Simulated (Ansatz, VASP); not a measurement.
## NaH: VASP beside Ansatz

```
Na H
1.0
     0.00000    2.39751    2.31480
     2.39751    0.00000    2.31480
     2.39751    2.39751    0.00000
Na H
1 1
Cartesian
  0.0000 0.0000 0.0000
  2.3975 2.3975 2.3148
```

Change from the starting cell: uniaxial_z strain -3.5%.

Alike in both runs: task single point; functional HSE06; k mesh 6 × 6 × 6; no spin polarisation.

```csv
,VASP,Ansatz
version,VASP 6.6.1,Ansatz 0.2.0
potentials or method,"VASP PAW PBE potentials, release 64 (Na_pv, H)","plane waves, PAW"
plane-wave cutoff (eV),520,420
occupations,"gaussian, width 0.01 eV",fixed
valence electrons in the cell,8,10
```

Ansatz gave:

| Quantity | Value |
| --- | --- |
| gap on the k mesh at the Fermi level (eV) | 4.91 |
| pressure (GPa) | 1.1 |
| traceless stress, the component that is largest in VASP (GPa) | 0.99 |

Q: Estimate VASP's values.

A: gap on the k mesh at the Fermi level (eV): 4.90; pressure (GPa): 1.2; traceless stress, the component that is largest in VASP (GPa): 1.00.

VASP's potentials hold 8 valence electrons a cell and Ansatz's 10, so a difference there can come from the potentials and not from the codes. Ansatz's warnings: stress exchange threshold loose, stress scf threshold loose.
